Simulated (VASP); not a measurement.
# TiPt3 (Pm-3m) in VASP: further runs, part 2 of 2

VASP 6.6.1. The steps go on from the part before.

## 3. Relaxation of cell and atoms, PBE

Contents of INCAR:

```
PREC     = Accurate       # precision mode
ENCUT    = 600            # plane-wave cutoff, eV
EDIFF    = 1E-7           # SCF threshold, eV
ISMEAR   = -1             # smearing method
SIGMA    = 0.1            # smearing width, eV
LREAL    = False          # projectors in reciprocal space
LASPH    = True           # aspherical terms in the spheres
NELM     = 80             # most SCF steps
ALGO     = Normal         # electronic algorithm
ISIF     = 3              # what is computed and relaxed
LWAVE    = False          # write WAVECAR
LCHARG   = False          # write CHGCAR
GGA      = PE             # functional
IBRION   = 2              # ionic algorithm
NSW      = 60             # ionic steps
EDIFFG   = -0.01          # ionic threshold
```

Contents of KPOINTS:

```
regular mesh
0
Gamma
  6 6 6
```

Contents of POSCAR:

```
TiPt3
1.0
    3.9097780000      0.0000000000      0.0000000000
    0.0000000000      3.9097780000      0.0000000000
    0.0000000000      0.0000000000      3.9097780000
Ti Pt
1 3
Direct
    0.0000000000      0.0000000000      0.0000000000
    0.0000000000      0.5000000000      0.5000000000
    0.5000000000      0.0000000000      0.5000000000
    0.5000000000      0.5000000000      0.0000000000
```

Potentials or basis: VASP PAW PBE potentials, release 64 (Ti_sv, Pt).

Launch:

```
cat potpaw_PBE.64/Ti_sv/POTCAR potpaw_PBE.64/Pt/POTCAR > POTCAR
mpirun -np 1 vasp_std > vasp.out
```

It took 56 s on 1 thread of Intel Xeon 6975P-C (Granite Rapids), shared host; peak memory 0.2 GiB.

It converged, with:

```
Free energy                            : -29.5750 eV
Relaxed volume                         : 15.36 Å³/atom
Relaxed cell                           : a = 3.946 Å, b = 3.946 Å, c = 3.946 Å, α = 90.00°, β = 90.00°, γ = 90.00°
Space group after relaxing (to 0.05 Å) : Pm-3m (No. 221)
Energy gained by relaxing              : 9.0 meV/atom
Ionic steps                            : 4
Pressure after relaxing                : 0.0 GPa
Band gap on the k mesh                 : zero (band 21 reaches 12.53 eV, above the bottom of band 22 at 10.73 eV)
```

Step by step:
```
step  energy change (eV)  largest force (eV/Å)  pressure (GPa)  volume (Å³)
   1              0.0000                0.0000            7.03        59.77
   2              0.1470                0.0000          -13.11        65.62
   3             -0.0358                0.0000           -0.15        61.49
   4             -0.0358                0.0000           -0.02        61.45
```

Final structure:
```
CELL_PARAMETERS angstrom
3.94616 0.00000 0.00000
0.00000 3.94616 0.00000
0.00000 0.00000 3.94616
ATOMIC_POSITIONS crystal
Ti 0.00000 0.00000 0.00000
Pt 0.00000 0.50000 0.50000
Pt 0.50000 0.00000 0.50000
Pt 0.50000 0.50000 0.00000
```

Levels at points of the mesh, in eV from the Fermi level:
| k point | band 19 | band 20 | band 21 | band 22 | band 23 | band 24 |
| --- | --- | --- | --- | --- | --- | --- |
| (0.00, 0.00, 0.00) | 0.04 | 0.04 | 1.37 | 1.37 | 1.65 | 1.65 |
| (0.50, 0.00, 0.00) | -2.45 | -1.30 | -0.13 | -0.13 | 0.04 | 0.52 |
| (0.50, 0.50, 0.00) | -2.26 | -2.17 | -2.12 | 0.27 | 0.27 | 0.43 |
| (0.50, 0.50, 0.50) | -0.57 | -0.57 | -0.43 | -0.43 | -0.43 | 1.17 |

Caveat: spin-orbit coupling is left out, which moves the levels of the heavy elements.

## 4. Single point, PBE

This run uses another cell than the first one, of 15.38 Å³/atom, 1.029 times its volume.

Contents of INCAR:

```
PREC     = Accurate       # precision mode
ENCUT    = 520            # plane-wave cutoff, eV
EDIFF    = 1E-6           # SCF threshold, eV
ISMEAR   = -1             # smearing method
SIGMA    = 0.1            # smearing width, eV
LREAL    = F              # projectors in reciprocal space
LASPH    = T              # aspherical terms in the spheres
NELM     = 80             # most SCF steps
ALGO     = Normal         # electronic algorithm
ISIF     = 2              # what is computed and relaxed
LWAVE    = F              # write WAVECAR
LCHARG   = T              # write CHGCAR
GGA      = PE             # functional
LELF     = T              # ELF
LVHAR    = T            
NBANDS   = 29             # bands
ISYM     = 0
```

Contents of KPOINTS:

```
regular mesh
0
Gamma
  5 5 5
```

Contents of POSCAR:

```
TiPt3
1.0
    3.9477965121     -0.0000146198      0.0000086757
   -0.0000146198      3.9477821233     -0.0000048137
    0.0000086757     -0.0000048137      3.9477694525
Ti Pt
1 3
Direct
   -0.0000190058      0.0008819989      0.0008438463
   -0.0000214621      0.5008938059      0.5008478868
    0.4999832126      0.0008937770      0.5008489221
    0.4999747278      0.5008972502      0.0008471629
```

Launch:

```
cat potpaw_PBE.64/Ti_sv/POTCAR potpaw_PBE.64/Pt/POTCAR > POTCAR
mpirun -np 1 vasp_std > vasp.out
```

It took 53 s on 1 thread of Intel Xeon 6975P-C (Granite Rapids), shared host; peak memory 0.23 GiB.

The run converged. Its results:

| Quantity | Value |
| --- | --- |
| Free energy | -29.5754 eV |
| Pressure | -0.4 GPa |
| Band gap on the k mesh | zero (band 21 reaches 12.51 eV, above the bottom of band 22 at 11.18 eV) |

Levels at points of the mesh, in eV from the Fermi level:
| k point | band 19 | band 20 | band 21 | band 22 | band 23 | band 24 |
| --- | --- | --- | --- | --- | --- | --- |
| (0.00, 0.00, 0.00) | 0.02 | 0.02 | 1.36 | 1.36 | 1.64 | 1.64 |

Caveat: spin-orbit coupling is left out, which moves the levels of the heavy elements.

## 5. Relaxation of cell and atoms, PBE

Contents of INCAR:

```
SYSTEM = TiPt3
PREC     = Accurate       ! precision mode
ENCUT    = 600            ! plane-wave cutoff, eV
EDIFF    = 1E-6           ! SCF threshold, eV
ISMEAR   = -1             ! smearing method
SIGMA    = 0.1            ! smearing width, eV
LREAL    = .FALSE.        ! projectors in reciprocal space
LASPH    = .TRUE.         ! aspherical terms in the spheres
NELM     = 100            ! most SCF steps
ALGO     = Normal         ! electronic algorithm
ISIF     = 3              ! what is computed and relaxed
LWAVE    = .FALSE.        ! write WAVECAR
LCHARG   = .FALSE.        ! write CHGCAR
GGA      = PE             ! functional
IBRION   = 2              ! ionic algorithm
NSW      = 60             ! ionic steps
EDIFFG   = -0.01          ! ionic threshold
ISYM     = 0
```

Contents of KPOINTS:

```
Automatic mesh
0
G
  5 5 5
  0 0 0
```

Contents of POSCAR:

```
TiPt3
1.0
    3.9097780000      0.0000000000      0.0000000000
    0.0000000000      3.9097780000      0.0000000000
    0.0000000000      0.0000000000      3.9097780000
Ti Pt
1 3
Direct
    0.0000000000      0.0000000000      0.0000000000
    0.0000000000      0.5000000000      0.5000000000
    0.5000000000      0.0000000000      0.5000000000
    0.5000000000      0.5000000000      0.0000000000
```

Launch:

```
cat potpaw_PBE.64/Ti_sv/POTCAR potpaw_PBE.64/Pt/POTCAR > POTCAR
mpirun -np 1 vasp_std > vasp.out
```

Wall time 2.2 min (1 thread of Intel Xeon 6975P-C (Granite Rapids), shared host); peak memory 0.26 GiB.

Results (log left out):

```yaml
Free_energy: -29.5751 eV
Relaxed_volume: 15.36 Å³/atom
Relaxed_cell: a = 3.946 Å, b = 3.946 Å, c = 3.946 Å, α = 90.00°, β = 90.00°, γ = 90.00°
Space_group_after_relaxing_to_0.05_Å: Pm-3m (No. 221)
Energy_gained_by_relaxing: 8.9 meV/atom
Ionic_steps: 4
Pressure_after_relaxing: 0.0 GPa
Band_gap_on_the_k_mesh: zero (band 21 reaches 12.54 eV, above the bottom of band 22 at 11.20 eV)
```

Step by step:
```csv
step,energy change (eV),largest force (eV/Å),pressure (GPa),volume (Å³)
1,0.0000,0.0000,7.03,59.77
2,0.1474,0.0000,-13.13,65.62
3,-0.0358,0.0000,-0.19,61.49
4,-0.0358,0.0000,0.02,61.44
```

Final structure:
```
Ti Pt
1.0
     3.94592    0.00000    0.00000
     0.00000    3.94592    0.00000
     0.00000    0.00000    3.94593
Ti Pt
1 3
Direct
  0.00000 0.00000 0.00000
  0.00000 0.50000 0.50000
  0.50000 0.00000 0.50000
  0.50000 0.50000 0.00000
```

Levels at points of the mesh, in eV from the Fermi level:
```tsv
k point	band 18	band 19	band 20	band 21	band 22	band 23	band 24	band 25
(0.00, 0.00, 0.00)	0.02	0.02	0.02	1.37	1.37	1.64	1.64	1.64
```

Caveat: spin-orbit coupling is left out, which moves the levels of the heavy elements. PBE usually gives volumes a little too large and moduli too small.

## 6. Relaxation of cell and atoms, PBE

Contents of INCAR:

```
PREC = Accurate
ENCUT = 600
EDIFF = 1E-6
ISMEAR = -1
SIGMA = 0.1
LREAL = False
LASPH = True
NELM = 80
ALGO = Normal
ISIF = 3
LWAVE = False
LCHARG = False
GGA = PE
IBRION = 2
NSW = 60
EDIFFG = -0.01
ISYM = 0
```

Contents of KPOINTS:

```
regular mesh
0
Gamma
  5 5 5
```

POSCAR is that of step 5.

Potentials or basis: VASP PAW PBE potentials, release 64 (Ti_sv, Pt).

Launch:

```
cat potpaw_PBE.64/Ti_sv/POTCAR potpaw_PBE.64/Pt/POTCAR > POTCAR
mpirun -np 1 vasp_std > vasp.out
```

It took 2.2 min on 1 thread of Intel Xeon 6975P-C (Granite Rapids), shared host; peak memory 0.26 GiB.

The run converged. Its results:

| Quantity | Value |
| --- | --- |
| Free energy | -29.5751 eV |
| Relaxed volume | 15.36 Å³/atom |
| Relaxed cell | a = 3.946 Å, b = 3.946 Å, c = 3.946 Å, α = 90.00°, β = 90.00°, γ = 90.00° |
| Space group after relaxing (to 0.05 Å) | Pm-3m (No. 221) |
| Energy gained by relaxing | 8.9 meV/atom |
| Ionic steps | 4 |
| Pressure after relaxing | 0.0 GPa |
| Band gap on the k mesh | zero (band 21 reaches 12.54 eV, above the bottom of band 22 at 11.20 eV) |

The path:
| step | energy change (eV) | largest force (eV/Å) | pressure (GPa) | volume (Å³) |
| --- | --- | --- | --- | --- |
| 1 | 0.0000 | 0.0000 | 7.03 | 59.77 |
| 2 | 0.1474 | 0.0000 | -13.13 | 65.62 |
| 3 | -0.0358 | 0.0000 | -0.19 | 61.49 |
| 4 | -0.0358 | 0.0000 | 0.02 | 61.44 |

Final structure:
```cif
data_structure
_symmetry_space_group_name_H-M 'P 1'
_symmetry_Int_Tables_number 1
_cell_length_a 3.9459
_cell_length_b 3.9459
_cell_length_c 3.9459
_cell_angle_alpha 90.000
_cell_angle_beta 90.000
_cell_angle_gamma 90.000
_cell_volume 61.44
loop_
_atom_site_label
_atom_site_type_symbol
_atom_site_fract_x
_atom_site_fract_y
_atom_site_fract_z
_atom_site_occupancy
Ti1 Ti 0.00000 0.00000 0.00000 1
Pt1 Pt 0.00000 0.50000 0.50000 1
Pt2 Pt 0.50000 0.00000 0.50000 1
Pt3 Pt 0.50000 0.50000 0.00000 1
```

Levels at points of the mesh, in eV from the Fermi level:
```
           k point  band 17  band 18  band 19  band 20  band 21  band 22  band 23  band 24  band 25
(0.00, 0.00, 0.00)    -0.51     0.02     0.02     0.02     1.37     1.37     1.64     1.64     1.64
```

Caveat: spin-orbit coupling is left out, which moves the levels of the heavy elements. Zero-point motion and thermal expansion aren't in these numbers.

## 7. Summary

| task | level | cell | k mesh | cutoff (eV) | gap on the mesh (eV) | pressure (GPa) | relaxed volume (Å³/atom) |
| --- | --- | --- | --- | --- | --- | --- | --- |
| relaxation of cell and atoms | PBE+D4 | relaxed from a = 3.910 Å, 4 atoms | 5 × 5 × 5 | 600 | none | 0.0 | 14.98 |
| relaxation of cell and atoms | PBE | relaxed from a = 3.910 Å, 4 atoms | 6 × 6 × 6 | 600 | none | 0.0 | 15.36 |
| single point | PBE | a = 3.948 Å, 4 atoms | 5 × 5 × 5 | 520 | none | -0.4 | - |
| relaxation of cell and atoms | PBE | relaxed from a = 3.910 Å, 4 atoms | 5 × 5 × 5 | 600 | none | 0.0 | 15.36 |

Alike in all rows: potentials or basis VASP PAW PBE potentials, release 64 (Ti_sv, Pt); no spin polarisation; smearing fermi-dirac 0.1 eV.

Caveats: spin-orbit coupling is left out, which moves the levels of the heavy elements; pairwise dispersion overbinds metals, which lowers pressure and volume (some runs).

Absolute energies hang on the potentials; compare differences alone.
